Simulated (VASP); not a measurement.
## MnAs (rocksalt type): single point with PBE

The system is MnAs (rocksalt type).

```xyz
2
Lattice="0.0000 2.5830 2.5830 2.5830 0.0000 2.5830 2.5830 2.5830 0.0000" Properties=species:S:1:pos:R:3 pbc="T T T"
Mn    0.0000    0.0000    0.0000
As    2.5830    2.5830    2.5830
```

```json
{
  "Program": "VASP 6.6.1",
  "Task": "single point",
  "Functional": "PBE",
  "Potentials or basis": "VASP PAW PBE potentials, release 64 (Mn_pv, As)",
  "Cutoff": "520 eV",
  "k mesh": "12 × 12 × 12",
  "Occupations": "fermi-dirac, width 0.08 eV",
  "Spin": "collinear spin, ferromagnetic start",
  "Starting moments": "[4.0, 0.0] μB"
}
```

- Pressure: 0.2 GPa
- Net moment: 3.68 μB per cell
- Site moments: Mn +3.63; As -0.09 μB
- Valence electrons inside the program's atomic spheres: Mn 11.50; As 2.81

Levels at points of the mesh, in eV from the Fermi level:
Spin up:
| k point | band 8 | band 9 | band 10 | band 11 | band 12 | band 13 | band 14 | band 15 |
| --- | --- | --- | --- | --- | --- | --- | --- | --- |
| (0.00, 0.00, 0.00) | -2.82 | -2.82 | 0.93 | 0.93 | 0.93 | 4.92 | 9.60 | 9.60 |
| (0.50, 0.00, 0.00) | -2.53 | -2.53 | -2.03 | 2.92 | 2.92 | 4.10 | 6.00 | 6.00 |
| (0.50, 0.50, 0.00) | -2.39 | -2.39 | -1.78 | -1.78 | -1.41 | 1.74 | 5.90 | 14.30 |
Spin down:
```
           k point  band 5  band 6  band 7  band 8  band 9  band 10
(0.00, 0.00, 0.00)    0.02    0.02    0.11    0.11    0.11     0.88
(0.50, 0.00, 0.00)   -6.10   -2.43   -2.43    1.05    1.05     1.39
(0.50, 0.50, 0.00)   -5.06   -1.68   -1.68   -1.08    0.44     1.35
```

Wall time 3.4 min on 1 thread of Intel Xeon 8259CL, on a shared host, peak memory 0.23 GiB.

Caveat: a cell with one magnetic atom can't hold antiferromagnetic order, which such compounds often take.
